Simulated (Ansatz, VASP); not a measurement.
# One calculation of MgO, two programs

```
Mg O
1.0
     3.31529    0.00000    0.00000
    -1.65764    2.87112    0.00000
     0.00000    0.00000    5.12155
Mg O
2 2
Direct
  0.31383 0.62766 0.00632
  0.68617 0.37234 0.50632
  0.35135 0.70271 0.39828
  0.64865 0.29729 0.89828
```

Change from the starting cell: mode 4 frozen in at +0.000 Å and mode 5 at -0.112 Å (largest displacements).

Alike in both runs: task single point; functional PBE; k mesh 9 × 9 × 6; occupations gaussian, width 0.05 eV; no spin polarisation.

|  | VASP | Ansatz |
| --- | --- | --- |
| version | VASP 6.6.1 | Ansatz 0.2.0 |
| potentials or method | VASP PAW PBE potentials, release 64 (Mg, O), cutoff 520 eV | scalar-relativistic, plane waves, PAW |
| valence electrons in the cell | 16 | 32 |

|  | VASP | Ansatz | Ansatz less VASP |
| --- | --- | --- | --- |
| gap on the k mesh at the Fermi level (eV) | 3.31 | 3.33 | +0.020 |
| least direct gap on the mesh (eV) | 3.31 | 3.33 | +0.020 |
| pressure (GPa) | -0.7 | -0.2 | +0.44 |
| traceless stress, the component that is largest in VASP (GPa) | -0.50 | -0.50 | +0.005 |
| rms of the force components (eV/Å) | 0.163 | 0.161 | -0.0017 |

Atom by atom the forces differ by 0.002 eV/Å (rms over components). VASP's potentials hold 16 valence electrons a cell and Ansatz's 32, so a difference there can come from the potentials and not from the codes.
